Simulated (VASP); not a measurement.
# Ru in VASP: a series of runs, part 2 of 2

VASP 6.6.1. Earlier steps stand in the parts before.

## (3) Single point, PBE (zz strain of +3 %)

Input file INCAR:

```
SYSTEM = Ru
ALGO = Normal
EDIFF = 1E-7
ENCUT = 520
GGA = PE
ISIF = 2
ISMEAR = -1
LASPH = .True.
LCHARG = .False.
LREAL = .False.
LWAVE = .False.
NBANDS = 21
NELM = 60
PREC = Accurate
SIGMA = 0.03
```

Input file KPOINTS:

```
k-points
0
Gamma
  14 14 8
  0 0 0
```

Input file POSCAR:

```
Ru
1.0
    2.7057993342      0.0000000000      0.0000000000
   -1.3528996671      2.3432909610      0.0000000000
    0.0000000000      0.0000000000      4.4103570000
Ru
2
Direct
    0.3333333333      0.6666666667      0.2500000000
    0.6666666667      0.3333333333      0.7500000000
```

Potentials or basis: VASP PAW PBE potentials, release 64 (Ru_pv).

Run with:

```console
> cat potpaw_PBE.64/Ru_pv/POTCAR > POTCAR
> mpirun -np 1 vasp_std > vasp.out
```

OUTCAR:

```text
SYSTEM = Ru
   EDIFF = 1E-7
   ENCUT = 520
   GGA = PE
   ISIF = 2
   ISMEAR = -1
   LASPH = .True.
   LREAL = .False.
   NELM = 60
   PREC = Accurate

 ion  position               nearest neighbor table
   1  0.333  0.667  0.250-   2 2.70   2 2.70   2 2.70   2 2.70   2 2.70   2 2.70
   2  0.667  0.333  0.750-   1 2.70   1 2.70   1 2.70   1 2.70   1 2.70   1 2.70

  LATTYP: Found a hexagonal cell.
 ALAT       =     2.7057993342
 C/A-ratio  =     1.6299645522

  Lattice vectors:

 A1 = (   2.7057993342,   0.0000000000,   0.0000000000)
 A2 = (  -1.3528996671,   2.3432909610,   0.0000000000)
 A3 = (   0.0000000000,   0.0000000000,   4.4103570000)

Analysis of symmetry for initial positions (statically):
=====================================================================
 Subroutine PRICEL returns:
 Original cell was already a primitive cell.

 Routine SETGRP: Setting up the symmetry group for a
 hexagonal supercell.

 Subroutine GETGRP returns: Found 24 space group operations
 (whereof 12 operations were pure point group operations)
 out of a pool of 24 trial point group operations.

The static configuration has the point symmetry D_3d.
[... 160 lines left out ...]

  energy without entropy =      -18.42248841  energy(sigma->0) =      -18.42631886

 E-fermi :  12.2937     XC(G=0): -13.9387

 val. band max:       12.2929470758   @ k =   0.1429   0.1429   0.1250
 cond. band min:      12.3115792073   @ k =   0.2857  -0.0000   0.2500
 fundamental gap:      0.0186321315
 Fermi energy:        12.2937397734

 k-point     1 :       0.0000    0.0000    0.0000
  band No.  band energies     occupation
      1     -31.1917      2.00000
      2     -30.3424      2.00000
      3     -30.3424      2.00000
      4     -30.2214      2.00000
      5     -30.2101      2.00000
      6     -30.2101      2.00000
[... 565 lines left out ...]
     20      22.7702      0.00000
     21      22.7704      0.00000

 [... further k-points ...]

------------------------ aborting loop because EDIFF is reached ----------------------------------------

  FORCE on cell =-STRESS in cart. coord.  units (eV):
  Direction    XX          YY          ZZ          XY          YZ          ZX
  --------------------------------------------------------------------------------------
  -------------------------------------------------------------------------------------
  Total        0.0393120      0.0393120     -2.5563683     -0.0000000      0.0000000      0.0000000
  in kB        2.2523697      2.2523697   -146.4665523     -0.0000000      0.0000000      0.0000000
  external PRESSURE =     -47.3206043 kB  Pullay stress =       0.0000000 kB

 VOLUME and BASIS-vectors are now :
 -----------------------------------------------------------------------------
  energy-cutoff  :      520.00
  volume of cell :       27.96
      direct lattice vectors                 reciprocal lattice vectors
     2.705799334  0.000000000  0.000000000     0.369576556  0.213375124  0.000000000
    -1.352899667  2.343290961  0.000000000     0.000000000  0.426750249  0.000000000
     0.000000000  0.000000000  4.410357000     0.000000000  0.000000000  0.226739015

 POSITION                                       TOTAL-FORCE (eV/Angst)
 -----------------------------------------------------------------------------------
     -0.00000      1.56219      1.10259        -0.000000      0.000000      0.000000
      1.35290      0.78110      3.30777         0.000000     -0.000000      0.000000
 -----------------------------------------------------------------------------------
    total drift:                               -0.000000      0.000000     -0.000000

  FREE ENERGIE OF THE ION-ELECTRON SYSTEM (eV)
  ---------------------------------------------------
  free  energy   TOTEN  =       -18.4301493110 eV

  energy  without entropy=      -18.4224884126  energy(sigma->0) =      -18.42631886
```

stdout:

```text
POSCAR found type information on POSCAR Ru
 POSCAR found :  1 types and       2 ions
 scaLAPACK will be used
 LDA part: xc-table for (Slater+PW92), standard interpolation
 POSCAR, INCAR and KPOINTS ok, starting setup
 FFT: planning ... GRIDC
 FFT: planning ... GRID_SOFT
 FFT: planning ... GRID
 WAVECAR not read
 entering main loop
```

Wall time 91 s (1 thread of Intel Xeon 8259CL, shared host); peak memory 0.18 GiB.

Results:

- Free energy: -18.4301 eV
- Pressure: -4.7 GPa
- Band gap on the k mesh: zero (bands 14 and 15 overlap by 3.07 eV)

Caveat: the cell differs from its parent crystal (zz strain of +3 %); the stress differs along the axes, from -15 to 0 GPa.

## (4) Single point, PBE (equal xy, yz and zx shear strains of +3 %)

Input file INCAR:

```
PREC = Accurate
ENCUT = 520
EDIFF = 1E-6
ISMEAR = -1
SIGMA = 0.03
LREAL = False
LASPH = True
NELM = 80
ALGO = Normal
ISIF = 2
LWAVE = False
LCHARG = False
GGA = PE
NBANDS = 21
```

Input file KPOINTS:

```
regular mesh
0
Gamma
  14 14 8
```

Input file POSCAR:

```
Ru
1.0
    2.7057993342      0.0405869900      0.0405869900
   -1.3177503027      2.3229974660      0.0148558694
    0.0642285000      0.0642285000      4.2819000000
Ru
2
Direct
    0.3333333333      0.6666666667      0.2500000000
    0.6666666667      0.3333333333      0.7500000000
```

Run with:

```console
> cat potpaw_PBE.64/Ru_pv/POTCAR > POTCAR
> mpirun -np 1 vasp_std > vasp.out
```

It took 7 min on 1 thread of Intel Xeon 8259CL, shared host; peak memory 0.43 GiB.

The run converged. Its results:

| Item | Value |
| --- | --- |
| Free energy | -18.4157 eV |
| Pressure | 5.3 GPa |
| Largest force | 0.082 eV/Å |
| Band gap on the k mesh | zero (bands 14 and 15 overlap by 3.22 eV) |

Forces on the atoms (eV/Å):
```
Ru  -0.073 -0.005  0.038
Ru   0.073  0.005 -0.038
```

Stress tensor (GPa, compression positive):
```
 5.76 -5.89 -5.64
-5.89  5.76 -5.68
-5.64 -5.68  4.41
```

Levels at points of the mesh, in eV from the Fermi level:
| k point | band 11 | band 12 | band 13 | band 14 | band 15 | band 16 | band 17 | band 18 |
| --- | --- | --- | --- | --- | --- | --- | --- | --- |
| (0.00, 0.00, 0.00) | -2.31 | -2.16 | -1.67 | -1.38 | -1.31 | 1.10 | 1.25 | 1.31 |
| (0.50, 0.00, 0.00) | -2.18 | -1.87 | -1.56 | 1.38 | 1.77 | 1.99 | 3.96 | 5.95 |
| (0.00, 0.50, 0.00) | -2.08 | -1.78 | -1.43 | 1.42 | 1.80 | 1.93 | 4.10 | 6.15 |
| (0.50, 0.50, 0.00) | -2.04 | -1.69 | -1.29 | 1.50 | 1.85 | 1.91 | 4.21 | 6.34 |
| (0.00, 0.00, 0.50) | -2.64 | -2.63 | -2.52 | -2.51 | 0.24 | 0.38 | 0.74 | 0.84 |
| (0.50, 0.00, 0.50) | -1.00 | -0.84 | 0.29 | 0.48 | 1.56 | 1.71 | 3.14 | 3.44 |
| (0.00, 0.50, 0.50) | -1.11 | -0.99 | 0.38 | 0.52 | 1.61 | 1.73 | 3.32 | 3.54 |
| (0.50, 0.50, 0.50) | -1.20 | -1.16 | 0.48 | 0.54 | 1.72 | 1.77 | 3.51 | 3.60 |

Caveat: the cell differs from its parent crystal (equal xy, yz and zx shear strains of +3 %); the cell stands under pressure.

## (5) The runs side by side

```tsv
cell	gap on the mesh (eV)	pressure (GPa)
a = 2.706, b = 2.706, c = 4.368 Å, angles 90.0, 90.0, 120.0°, 2 atoms	none	-1.9
a = 2.706, b = 2.706, c = 4.410 Å, angles 90.0, 90.0, 120.0°, 2 atoms	none	-4.7
a = 2.706, b = 2.671, c = 4.283 Å, angles 89.4, 88.3, 118.7°, 2 atoms	none	5.3
```

Alike in all rows: task single point; level PBE; potentials or basis VASP PAW PBE potentials, release 64 (Ru_pv); no spin polarisation; k mesh 14 × 14 × 8; cutoff (eV) 520; smearing fermi-dirac 0.03 eV.

Caveats: the stress differs along the axes, from -9 to 2 GPa (at least some runs); the stress differs along the axes, from -15 to 0 GPa (at least some runs); the cell stands under pressure (at least some runs).

Total energies depend on the potentials used, so only differences within one code and one set of settings carry meaning.
